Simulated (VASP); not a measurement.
# Pb (R-3m) in VASP: a series of runs, part 2 of 3

VASP 6.6.1.

## 3. Single point, PBEsol

This run uses another cell than the first one, of the same volume but with other edges.

The input, INCAR:

```
SYSTEM = Pb
PREC     = Accurate       ! precision mode
ENCUT    = 520            ! plane-wave cutoff, eV
EDIFF    = 1E-6           ! SCF threshold, eV
ISMEAR   = 0              ! smearing method
SIGMA    = 0.15           ! smearing width, eV
LREAL    = .False.        ! projectors in reciprocal space
LASPH    = .True.         ! aspherical terms in the spheres
NELM     = 80             ! most SCF steps
ALGO     = Fast           ! electronic algorithm
ISIF     = 2              ! what is computed and relaxed
LWAVE    = .False.        ! write WAVECAR
LCHARG   = .False.        ! write CHGCAR
GGA      = PS             ! functional
NBANDS   = 13             ! bands
```

The input, KPOINTS:

```
Automatic mesh
0
Gamma
  18 18 18
  0 0 0
```

The input, POSCAR:

```
Pb
1.0
   -0.5352406329      2.2332453993      2.2332453993
    2.2332453993     -0.5352406329      2.2332453993
    2.2332453993      2.2332453993     -0.5352406329
Pb
1
Direct
    0.0000000000      0.0000000000      0.0000000000
```

Potentials or basis: VASP PAW PBE potentials, release 64 (Pb_d).

Launch:

```bash
> cat potpaw_PBE.64/Pb_d/POTCAR > POTCAR
> mpirun -np 1 vasp_std > vasp.out
```

OUTCAR:

```text
SYSTEM = Pb
   PREC = Accurate
   ENCUT = 520
   EDIFF = 1E-6
   ISMEAR = 0
   LREAL = .False.
   LASPH = .True.
   NELM = 80
   ISIF = 2
   GGA = PS

 ion  position               nearest neighbor table
   1  0.000  0.000  0.000-

  LATTYP: Found a trigonal (rhomboedric) cell.
 ALAT       =     3.2033189916
 COS(alpha) =     0.2530624440

  Lattice vectors:

 A1 = (  -0.5352406329,   2.2332453993,   2.2332453993)
 A2 = (   2.2332453993,  -0.5352406329,   2.2332453993)
 A3 = (   2.2332453993,   2.2332453993,  -0.5352406329)

Analysis of symmetry for initial positions (statically):
=====================================================================
 Subroutine PRICEL returns:
 Original cell was already a primitive cell.

 Routine SETGRP: Setting up the symmetry group for a
 trigonal (rhombohedral) supercell.

 Subroutine GETGRP returns: Found 12 space group operations
 (whereof 12 operations were pure point group operations)
 out of a pool of 12 trial point group operations.

The static configuration has the point symmetry D_3d.

Analysis of symmetry for dynamics (positions and initial velocities):
=====================================================================
 Subroutine PRICEL returns:
 Original cell was already a primitive cell.

 Routine SETGRP: Setting up the symmetry group for a
 trigonal (rhombohedral) supercell.

 Subroutine GETGRP returns: Found 12 space group operations
 (whereof 12 operations were pure point group operations)
 out of a pool of 12 trial point group operations.

The dynamic configuration has the point symmetry D_3d.

 Subroutine INISYM returns: Found 12 space group operations
 (whereof 12 operations are pure point group operations),
 and found     1 'primitive' translations

----------------------------------------------------------------------------------------

                                     Primitive cell

  volume of cell :      30.1311

  direct lattice vectors                    reciprocal lattice vectors
    -0.535240633  2.233245399  2.233245399    -0.156014832  0.205193420  0.205193420
     2.233245399 -0.535240633  2.233245399     0.205193420 -0.156014832  0.205193420
     2.233245399  2.233245399 -0.535240633     0.205193420  0.205193420 -0.156014832

  length of vectors
     3.203318992  3.203318992  3.203318992     0.329468219  0.329468219  0.329468219

  position of ions in fractional coordinates (direct lattice)
     0.000000000  0.000000000  0.000000000

  ion indices of the primitive-cell ions
   primitive index   ion index
                 1           1

----------------------------------------------------------------------------------------

 KPOINTS: Automatic mesh

Automatic generation of k-mesh.
 Grid dimensions read from file:
 generate k-points for:   18   18   18

 Generating k-lattice:

  Cartesian coordinates                     Fractional coordinates (reciprocal lattice)
    -0.008667491  0.011399634  0.011399634     0.055555556  0.000000000  0.000000000
     0.011399634 -0.008667491  0.011399634     0.000000000  0.055555556  0.000000000
     0.011399634  0.011399634 -0.008667491     0.000000000  0.000000000  0.055555556

  Length of vectors
     0.018303790  0.018303790  0.018303790

  Shift w.r.t. Gamma in fractional coordinates (k-lattice)
     0.000000000  0.000000000  0.000000000

 Subroutine IBZKPT returns following result:
 ===========================================

 Found    580 irreducible k-points:

 Following reciprocal coordinates:
            Coordinates               Weight
  0.000000  0.000000  0.000000      1.000000
  0.055556  0.000000 -0.000000      6.000000
  0.111111  0.000000 -0.000000      6.000000
  0.166667  0.000000  0.000000      6.000000
  0.222222  0.000000  0.000000      6.000000
  0.277778  0.000000 -0.000000      6.000000
[... 16 lines left out ...]
 -0.277778  0.055556 -0.000000     12.000000
 -0.222222  0.055556  0.000000     12.000000
 [... further k-points ...]
   k-points           NKPTS =    580   k-points in BZ     NKDIM =    580   number of bands    NBANDS=     13
   number of dos      NEDOS =    301   number of ions     NIONS =      1
   total plane-waves  NPLWV =  13824
   dimension x,y,z NGX =    24 NGY =   24 NGZ =   24
   dimension x,y,z NGXF=    48 NGYF=   48 NGZF=   48
   ions per type =               1
   NGX,Y,Z   is equivalent  to a cutoff of  12.46, 12.46, 12.46 a.u.
   NGXF,Y,Z  is equivalent  to a cutoff of  24.91, 24.91, 24.91 a.u.
 SYSTEM =  Pb
   PREC   = accura    normal or accurate (medium, high low for compatibility)
   ISTART =      0    job   : 0-new  1-cont  2-samecut
   ICHARG =      2    charge: 1-file 2-atom 10-const
   ISPIN  =      1    spin polarized calculation?
   LNONCOLLINEAR =      F non collinear calculations
   LSORBIT =      F    spin-orbit coupling
   LASPH  =      T    aspherical Exc in radial PAW
   ENCUT  =  520.0 eV  38.22 Ry    6.18 a.u.   5.96  5.96  5.96*2*pi/ulx,y,z
   NELM   =     80;   NELMIN=  2; NELMDL= -5     # of ELM steps
   EDIFF  = 0.1E-05   stopping-criterion for ELM
   LREAL  =      F    real-space projection
[... 7 lines left out ...]
   TEBEG  =    0.0;   TEEND  =   0.0 temperature during run
   PSTRESS=    0.0 pullay stress
   NELECT =      14.0000    total number of electrons
   NUPDOWN=      -1.0000    fix difference up-down
   EMIN   =  10.00;   EMAX   =-10.00  energy-range for DOS
   EFERMI =   0.00;   METHOD = LEGACY
   ISMEAR =     0;   SIGMA  =   0.15  broadening in eV -4-tet -1-fermi 0-gaus
   EFERMI_NEDOS =   21; number of points for ismear=-14 and -15
   IALGO  =     68    algorithm
   IMIX   =      4    mixing-type and parameters
     AMIX     =   0.40;   BMIX     =  1.00
     AMIX_MAG =   1.60;   BMIX_MAG =  1.00
  volume/ion in A,a.u.               =      30.13       203.33
  Fermi-wavevector in a.u.,A,eV,Ry     =   1.267980  2.396135 21.875082  1.607773
  Thomas-Fermi vector in A             =   2.401099
   LORBIT       =      0    0 simple, 1 ext, 2 COOP (PROOUT), +10 PAW based schemes
   GGA     = PS    functional components
   LHFCALC =     F    Hartree Fock is set to
   AEXX    =    0.0000 exact exchange contribution
   IVDW    =     0    specifies the selected vdW correction
   LEPSILON=     F    determine dielectric tensor
   LRPA    =     F    only Hartree local field effects (RPA)
 non-spin polarized calculation
 RMM-DIIS sequential band-by-band and
 Gauss-broadening in eV      SIGMA  =   0.15
  energy-cutoff  :      520.00
  volume of cell :       30.13
 maximum number of plane-waves:       830
   NGX = 11   NGY = 11   NGZ = 11

 number of electron      14.0000009 magnetization

 Free energy of the ion-electron system (eV)
  ---------------------------------------------------
  ext. energy  EPLUGINS =         0.00000000
  ---------------------------------------------------
  free energy    TOTEN  =        -3.83834356 eV

  energy without entropy =       -3.83162710  energy(sigma->0) =       -3.83498533

 E-fermi :   7.1159     XC(G=0): -10.3243

 val. band max:        7.1094020767   @ k =  -0.3333   0.3333   0.3333
 cond. band min:       7.1202670286   @ k =  -0.1667   0.2778   0.1667
 fundamental gap:      0.0108649519
 Fermi energy:         7.1158630992

 k-point     1 :       0.0000    0.0000    0.0000
  band No.  band energies     occupation
      1     -10.1680      2.00000
      2     -10.1680      2.00000
      3      -9.6526      2.00000
      4      -9.6420      2.00000
      5      -9.6420      2.00000
      6      -4.8415      2.00000
      7      12.7152      0.00000
      8      12.7152      0.00000
      9      13.6855      0.00000
     10      16.3218      0.00000
     11      17.6095      0.00000
     12      17.6095      0.00000
     13      22.4611      0.00000
[... 353 lines left out ...]
 k-point    24 :      -0.2222    0.0556    0.0000
  band No.  band energies     occupation
      1     -10.1489      2.00000
      2     -10.0224      2.00000
      3      -9.6851      2.00000
      4      -9.6650      2.00000
      5      -9.6490      2.00000
      6      -3.8947      2.00000
      7       7.4015      0.00707
      8      11.9679      0.00000
      9      13.6799      0.00000
     10      18.0263      0.00000
     11      19.6678      0.00000
     12      19.8752      0.00000
     13      21.0890      0.00000

 [... further k-points ...]

------------------------ aborting loop because EDIFF is reached ----------------------------------------

  FORCE on cell =-STRESS in cart. coord.  units (eV):
  Direction    XX          YY          ZZ          XY          YZ          ZX
  --------------------------------------------------------------------------------------
  -------------------------------------------------------------------------------------
  Total        0.4319785      0.4319785      0.4319785      0.2061910      0.2061910      0.2061910
  in kB       22.9698087     22.9698087     22.9698087     10.9638966     10.9638966     10.9638966
  external PRESSURE =      22.9698087 kB  Pullay stress =       0.0000000 kB

 VOLUME and BASIS-vectors are now :
 -----------------------------------------------------------------------------
  energy-cutoff  :      520.00
  volume of cell :       30.13
      direct lattice vectors                 reciprocal lattice vectors
    -0.535240633  2.233245399  2.233245399    -0.156014832  0.205193420  0.205193420
     2.233245399 -0.535240633  2.233245399     0.205193420 -0.156014832  0.205193420
     2.233245399  2.233245399 -0.535240633     0.205193420  0.205193420 -0.156014832

 POSITION                                       TOTAL-FORCE (eV/Angst)
 -----------------------------------------------------------------------------------
      0.00000      0.00000      0.00000        -0.000000      0.000000      0.000000
 -----------------------------------------------------------------------------------
    total drift:                                0.000000      0.000000      0.000000

  FREE ENERGIE OF THE ION-ELECTRON SYSTEM (eV)
  ---------------------------------------------------
  free  energy   TOTEN  =        -3.8383435615 eV

  energy  without entropy=       -3.8316270986  energy(sigma->0) =       -3.83498533
```

Wall time 2.2 min (1 thread of Intel Xeon Platinum 8488C (Sapphire Rapids), shared host); peak memory 0.31 GiB.

Results:

* Free energy: -3.8383 eV
* Pressure: 2.3 GPa
* Band gap on the k mesh: zero (bands 7 and 8 overlap by 7.10 eV)

Caveat: the PAW data sets were made with another functional, which shifts forces and pressure a little; spin-orbit coupling is left out, which moves the levels of the heavy elements.

## 4. Single point, PBEsol

This run uses another cell than the first one, of the same volume but with other edges.

The input, INCAR:

```
PREC = Accurate
ENCUT = 520
EDIFF = 1E-6
ISMEAR = 0
SIGMA = 0.15
LREAL = False
LASPH = True
NELM = 60
ALGO = Fast
ISIF = 2
LWAVE = False
LCHARG = False
GGA = PS
NBANDS = 13
```

The input, KPOINTS:

```
regular mesh
0
Gamma
  18 18 18
```

The input, POSCAR:

```
Pb
1.0
    0.6020252126      2.8045564782      2.8045564782
    2.8045564782      0.6020252126      2.8045564782
    2.8045564782      2.8045564782      0.6020252126
Pb
1
Direct
    0.0000000000      0.0000000000      0.0000000000
```

Launch:

```bash
> cat potpaw_PBE.64/Pb_d/POTCAR > POTCAR
> mpirun -np 1 vasp_std > vasp.out
```

Wall time 6.3 min (1 thread of Intel Xeon Platinum 8488C (Sapphire Rapids), shared host); peak memory 0.33 GiB.

The run converged. Its results:

| Quantity | Value |
| --- | --- |
| Free energy | -3.6575 eV |
| Pressure | 6.5 GPa |
| Band gap on the k mesh | zero (bands 7 and 8 overlap by 4.08 eV) |

Stress tensor (GPa, compression positive):
```
 6.53 -5.61 -5.61
-5.61  6.53 -5.61
-5.61 -5.61  6.53
```

Levels at points of the mesh, in eV from the Fermi level:
| k point | band 4 | band 5 | band 6 | band 7 | band 8 | band 9 | band 10 | band 11 |
| --- | --- | --- | --- | --- | --- | --- | --- | --- |
| (0.00, 0.00, 0.00) | -16.91 | -16.91 | -12.31 | 1.31 | 5.22 | 10.59 | 10.59 | 11.21 |
| (0.50, 0.00, 0.00) | -16.89 | -16.68 | -7.21 | -4.44 | 3.19 | 5.89 | 6.98 | 10.61 |
| (0.50, 0.50, 0.00) | -16.84 | -16.67 | -6.65 | -3.91 | 0.71 | 4.47 | 4.66 | 9.13 |
| (0.50, 0.50, 0.50) | -16.89 | -16.89 | -11.03 | -4.70 | 9.81 | 9.81 | 10.84 | 14.71 |

Caveat: the cell stands under pressure; the PAW data sets were made with another functional, which shifts forces and pressure a little; spin-orbit coupling is left out, which moves the levels of the heavy elements.

## 5. Single point, PBEsol

This run uses another cell than the first one, of the same volume but with other edges.

The input, INCAR:

```
PREC = Accurate
ENCUT = 520
EDIFF = 1E-6
ISMEAR = 0
SIGMA = 0.15
LREAL = F
LASPH = T
NELM = 100
ALGO = Fast
ISIF = 2
LWAVE = F
LCHARG = F
GGA = PS
NBANDS = 13
```

The input, KPOINTS:

```
Automatic mesh
0
Gamma
  18 18 18
```

The input, POSCAR:

```
Pb
1.0
   -0.7808724519      2.1473992426      2.1473992426
    2.1473992426     -0.7808724519      2.1473992426
    2.1473992426      2.1473992426     -0.7808724519
Pb
1
Direct
    0.0000000000      0.0000000000      0.0000000000
```

Launch:

```bash
> cat potpaw_PBE.64/Pb_d/POTCAR > POTCAR
> mpirun -np 1 vasp_std > vasp.out
```

It took 74 s on 1 thread of Intel Xeon Platinum 8488C (Sapphire Rapids), shared host; peak memory 0.31 GiB.

It converged, with:

```
Free energy            : -3.8025 eV
Pressure               : 3.0 GPa
Band gap on the k mesh : zero (bands 7 and 8 overlap by 6.66 eV)
```

Stress tensor (GPa, compression positive):
```
3.04 0.32 0.32
0.32 3.04 0.32
0.32 0.32 3.04
```

Levels at points of the mesh, in eV from the Fermi level:
| k point | band 5 | band 6 | band 7 | band 8 | band 9 | band 10 |
| --- | --- | --- | --- | --- | --- | --- |
| (0.00, 0.00, 0.00) | -16.64 | -12.00 | 5.26 | 5.26 | 5.82 | 8.69 |
| (0.50, 0.00, 0.00) | -16.64 | -9.07 | -4.58 | 7.26 | 7.48 | 11.64 |
| (0.50, 0.50, 0.00) | -16.41 | -6.41 | -2.81 | -1.31 | 3.57 | 8.76 |
| (0.50, 0.50, 0.50) | -16.41 | -3.92 | -1.45 | 1.14 | 1.14 | 5.69 |

Caveat: the cell stands under pressure; the PAW data sets were made with another functional, which shifts forces and pressure a little; spin-orbit coupling is left out, which moves the levels of the heavy elements.

[end of part 2 of 3]
